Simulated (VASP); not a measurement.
# ZrO2 (Fm-3m) in VASP: notebook, part 2 of 2

VASP 6.6.1.

### 3 Single point, LDA (10.79 Å³/atom)

This run uses another cell than the first one, of 10.79 Å³/atom.

INCAR reads:

```
PREC = Accurate ; ENCUT = 600
EDIFF = 1E-6 ; ISMEAR = 0
SIGMA = 0.01 ; LREAL = F
LASPH = T ; NELM = 120
ALGO = Normal ; ISIF = 2
LWAVE = F ; LCHARG = T
GGA = CA ; LELF = T
LVHAR = T ; NBANDS = 19
GGA_COMPAT = F
```

KPOINTS reads:

```
Automatic mesh
0
Gamma
  8 8 8
```

POSCAR reads:

```
ZrO2
1.0
    0.0000000000      2.5297573243      2.5297573243
    2.5297573243      0.0000000000      2.5297573243
    2.5297573243      2.5297573243      0.0000000000
Zr O
1 2
Direct
    0.0000000000      0.0000000000      0.0000000000
    0.2500000000      0.2500000000      0.2500000000
    0.7500000000      0.7500000000      0.7500000000
```

Potentials or basis: VASP PAW LDA potentials, release 64 (Zr_sv, O).

Started as:

```bash
$ cat potpaw_LDA.64/Zr_sv/POTCAR potpaw_LDA.64/O/POTCAR > POTCAR
$ mpirun -np 1 vasp_std > vasp.out
```

OUTCAR:

```text
PREC = Accurate
   ENCUT = 600
   EDIFF = 1E-6
   ISMEAR = 0
   LREAL = F
   LASPH = T
   NELM = 120
   ISIF = 2
   GGA = CA

 ion  position               nearest neighbor table
   1  0.000  0.000  0.000-   3 2.19   3 2.19   3 2.19   2 2.19   3 2.19   2 2.19   2 2.19   2 2.19

   2  0.250  0.250  0.250-   1 2.19   1 2.19   1 2.19   1 2.19
   3  0.750  0.750  0.750-   1 2.19   1 2.19   1 2.19   1 2.19

  LATTYP: Found a face centered cubic cell.
 ALAT       =     5.0595146486

  Lattice vectors:

 A1 = (   0.0000000000,   2.5297573243,   2.5297573243)
 A2 = (   2.5297573243,   0.0000000000,   2.5297573243)
 A3 = (   2.5297573243,   2.5297573243,   0.0000000000)

Analysis of symmetry for initial positions (statically):
=====================================================================
 Subroutine PRICEL returns:
 Original cell was already a primitive cell.

 Routine SETGRP: Setting up the symmetry group for a
 face centered cubic supercell.

 Subroutine GETGRP returns: Found 48 space group operations
 (whereof 48 operations were pure point group operations)
[... 160 lines left out ...]
  ---------------------------------------------------
  ext. energy  EPLUGINS =         0.00000000
  ---------------------------------------------------
  free energy    TOTEN  =       -31.36607990 eV

  energy without entropy =      -31.36607990  energy(sigma->0) =      -31.36607990

 E-fermi :   7.2506     XC(G=0): -12.3712

 val. band max:        7.1468637253   @ k =   0.5000   0.5000   0.0000
 cond. band min:      10.4262560520   @ k =   0.0000   0.0000   0.0000
 fundamental gap:      3.2793923267
 Fermi energy:         7.2505786540

 k-point     1 :       0.0000    0.0000    0.0000
  band No.  band energies     occupation
      1     -40.5049      2.00000
      2     -18.4940      2.00000
      3     -18.4940      2.00000
      4     -18.4940      2.00000
      5     -10.8650      2.00000
      6      -8.1268      2.00000
[... 505 lines left out ...]
      6      -8.7361      2.00000
[... 11 lines left out ...]
     18      17.6793      0.00000
     19      21.7585      0.00000

 [... further k-points ...]
[... 5 lines left out ...]
  --------------------------------------------------------------------------------------
  -------------------------------------------------------------------------------------
  Total       -0.9300095     -0.9300095     -0.9300095      0.0000000     -0.0000000      0.0000000
  in kB      -46.0183864    -46.0183864    -46.0183864      0.0000000     -0.0000000      0.0000000
  external PRESSURE =     -46.0183864 kB  Pullay stress =       0.0000000 kB

 VOLUME and BASIS-vectors are now :
 -----------------------------------------------------------------------------
  energy-cutoff  :      600.00
  volume of cell :       32.38
      direct lattice vectors                 reciprocal lattice vectors
     0.000000000  2.529757324  2.529757324    -0.197647417  0.197647417  0.197647417
     2.529757324  0.000000000  2.529757324     0.197647417 -0.197647417  0.197647417
     2.529757324  2.529757324  0.000000000     0.197647417  0.197647417 -0.197647417

 POSITION                                       TOTAL-FORCE (eV/Angst)
 -----------------------------------------------------------------------------------
      0.00000      0.00000      0.00000        -0.000000     -0.000000     -0.000000
      1.26488      1.26488      1.26488         0.000000      0.000000      0.000000
      3.79464      3.79464      3.79464        -0.000000     -0.000000     -0.000000
 -----------------------------------------------------------------------------------
    total drift:                                0.000000     -0.000000      0.000000

  FREE ENERGIE OF THE ION-ELECTRON SYSTEM (eV)
  ---------------------------------------------------
  free  energy   TOTEN  =       -31.3660799006 eV

  energy  without entropy=      -31.3660799006  energy(sigma->0) =      -31.36607990
```

OSZICAR:

```text
N       E                     dE             d eps       ncg     rms          rms(c)
DAV:   1     0.196481443272E+03    0.19648E+03   -0.15383E+04  1102   0.144E+03
DAV:   2    -0.275608321648E+02   -0.22404E+03   -0.21757E+03  1327   0.369E+02
DAV:   3    -0.372058385436E+02   -0.96450E+01   -0.95867E+01  1464   0.730E+01
DAV:   4    -0.375216922660E+02   -0.31585E+00   -0.31504E+00  1556   0.106E+01
DAV:   5    -0.375265060485E+02   -0.48138E-02   -0.48133E-02  1317   0.126E+00    0.254E+01
DAV:   6    -0.315661025188E+02    0.59604E+01   -0.22425E+01  1194   0.389E+01    0.915E+00
DAV:   7    -0.314381035499E+02    0.12800E+00   -0.10519E+00  1335   0.794E+00    0.742E+00
DAV:   8    -0.313873976271E+02    0.50706E-01   -0.40108E-01  1245   0.558E+00    0.323E+00
DAV:   9    -0.313661641779E+02    0.21233E-01   -0.67510E-02  1201   0.228E+00    0.435E-01
DAV:  10    -0.313662689891E+02   -0.10481E-03   -0.40454E-03  1338   0.613E-01    0.343E-01
DAV:  11    -0.313660796579E+02    0.18933E-03   -0.75477E-04  1204   0.276E-01    0.262E-02
DAV:  12    -0.313660829329E+02   -0.32749E-05   -0.42530E-05  1469   0.454E-02    0.310E-02
DAV:  13    -0.313660798387E+02    0.30941E-05   -0.95882E-06  1256   0.231E-02    0.286E-03
DAV:  14    -0.313660799006E+02   -0.61911E-07   -0.82495E-07   737   0.952E-03
   1 F= -.31366080E+02 E0= -.31366080E+02  d E =-.635545E-51
```

stdout:

```text
POSCAR found type information on POSCAR ZrO
 POSCAR found :  2 types and       3 ions
 scaLAPACK will be used
 LDA part: xc-table for (Slater(with rela. corr.)+CA(PZ))
 , standard interpolation
 POSCAR, INCAR and KPOINTS ok, starting setup
 FFT: planning ... GRIDC
 FFT: planning ... GRID_SOFT
 FFT: planning ... GRID
 WAVECAR not read
 entering main loop
```

Wall time 13 s (1 thread of AMD EPYC 9R45 (Zen 5), shared host); peak memory 0.13 GiB.

What came out:

```yaml
Free_energy: -31.3661 eV
Pressure: -4.6 GPa
Band_gap_on_the_k_mesh: 3.28 eV (least direct gap 3.72 eV)
```

Caveat: the cell stands under tension. A k mesh can miss the band edges.

### 4 Single point, LDA

This run uses another cell than the first one, of 10.79 Å³/atom.

INCAR reads:

```
SYSTEM = ZrO2
PREC = Accurate
ENCUT = 600
EDIFF = 1E-6
ISMEAR = 0
SIGMA = 0.01
LREAL = .False.
LASPH = .True.
NELM = 120
ALGO = Normal
ISIF = 2
LWAVE = .False.
LCHARG = .True.
LELF = .True.
LVHAR = .True.
NBANDS = 19
GGA_COMPAT = .False.
```

KPOINTS reads:

```
Automatic mesh
0
Gamma
  8 8 8
  0 0 0
```

POSCAR is that of step 3.

Potentials or basis: VASP PAW LDA potentials, release 64 (Zr_sv, O).

Started as:

```bash
$ cat potpaw_LDA.64/Zr_sv/POTCAR potpaw_LDA.64/O/POTCAR > POTCAR
$ mpirun -np 1 vasp_std > vasp.out
```

OUTCAR:

```text
SYSTEM = ZrO2
   PREC = Accurate
   ENCUT = 600
   EDIFF = 1E-6
   ISMEAR = 0
   LREAL = .False.
   LASPH = .True.
   NELM = 120
   ISIF = 2

 ion  position               nearest neighbor table
   1  0.000  0.000  0.000-   3 2.19   3 2.19   3 2.19   2 2.19   3 2.19   2 2.19   2 2.19   2 2.19

   2  0.250  0.250  0.250-   1 2.19   1 2.19   1 2.19   1 2.19
   3  0.750  0.750  0.750-   1 2.19   1 2.19   1 2.19   1 2.19

  LATTYP: Found a face centered cubic cell.
 ALAT       =     5.0595146486

  Lattice vectors:

 A1 = (   0.0000000000,   2.5297573243,   2.5297573243)
[... 713 lines left out ...]
     19      21.7585      0.00000

 [... further k-points ...]
[... 5 lines left out ...]
  --------------------------------------------------------------------------------------
  -------------------------------------------------------------------------------------
  Total       -0.9300095     -0.9300095     -0.9300095      0.0000000     -0.0000000      0.0000000
  in kB      -46.0183864    -46.0183864    -46.0183864      0.0000000     -0.0000000      0.0000000
  external PRESSURE =     -46.0183864 kB  Pullay stress =       0.0000000 kB

 VOLUME and BASIS-vectors are now :
 -----------------------------------------------------------------------------
  energy-cutoff  :      600.00
  volume of cell :       32.38
      direct lattice vectors                 reciprocal lattice vectors
     0.000000000  2.529757324  2.529757324    -0.197647417  0.197647417  0.197647417
     2.529757324  0.000000000  2.529757324     0.197647417 -0.197647417  0.197647417
     2.529757324  2.529757324  0.000000000     0.197647417  0.197647417 -0.197647417

 POSITION                                       TOTAL-FORCE (eV/Angst)
 -----------------------------------------------------------------------------------
      0.00000      0.00000      0.00000        -0.000000     -0.000000     -0.000000
      1.26488      1.26488      1.26488         0.000000      0.000000      0.000000
      3.79464      3.79464      3.79464        -0.000000     -0.000000     -0.000000
 -----------------------------------------------------------------------------------
    total drift:                                0.000000     -0.000000      0.000000

  FREE ENERGIE OF THE ION-ELECTRON SYSTEM (eV)
  ---------------------------------------------------
  free  energy   TOTEN  =       -31.3660799006 eV

  energy  without entropy=      -31.3660799006  energy(sigma->0) =      -31.36607990
```

Run time: 13 s. Hardware: 1 thread of AMD EPYC 9R45 (Zen 5), shared host; peak memory 0.13 GiB.

What came out:

- Free energy: -31.3661 eV
- Pressure: -4.6 GPa
- Band gap on the k mesh: 3.28 eV (least direct gap 3.72 eV)

Caveat: the cell stands under tension. A k mesh can miss the band edges.
